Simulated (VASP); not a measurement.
Input of a VASP 6.6.1 run:

Contents of POSCAR:

```
TiAl3
1.0
    3.9556712500      0.0000000000      0.0000000000
    0.0000000000      3.9556712500      0.0000000000
    0.3164537000      0.0000000000      3.9556712500
Ti Al
1 3
Direct
    0.0000000000      0.0000000000      0.0000000000
    0.5000000000      0.5000000000      0.0000000000
    0.5000000000      0.0000000000      0.5000000000
    0.0000000000      0.5000000000      0.5000000000
```

INCAR.step1

```
  ALGO = Normal
  EDIFF = 1E-4
  ENCUT = 520
  GGA = PE
  ISMEAR = 0
  LASPH = True
  LCHARG = False
  LREAL = False
  LWAVE = True
  NBANDS = 18
  NELM = 60
  PREC = Accurate
  SIGMA = 0.1
```

File INCAR.step2:

```
  ALGO = Normal
  EDIFF = 1E-7
  ENCUT = 520
  ISIF = 2
  ISMEAR = 0
  ISTART = 1
  LASPH = True
  LCHARG = False
  LMIXTAU = True
  LREAL = False
  LWAVE = False
  METAGGA = R2SCAN
  NBANDS = 18
  NELM = 60
  PREC = Accurate
  SIGMA = 0.1
```

The input KPOINTS:

```
k-points
0
Gamma
  14 14 14
```

Potentials or basis: VASP PAW PBE potentials, release 64 (Ti_sv, Al).

Command:

```bash
$ cat potpaw_PBE.64/Ti_sv/POTCAR potpaw_PBE.64/Al/POTCAR > POTCAR
$ cp INCAR.step1 INCAR
$ mpirun -np 1 vasp_std > vasp.out
$ cp INCAR.step2 INCAR
$ mpirun -np 1 vasp_std > vasp.out
```

(1) Predict the pressure.

(2) Estimate the band gap on the k mesh.

Answers

(1) 0.7 GPa.

(2) zero (an odd number of electrons rules out a gap without spin polarisation).

Caveat: the cell differs from its parent crystal (shear of c along a, cell held: +8.0 %); the PAW data sets were made with another functional, which shifts forces and pressure a little.
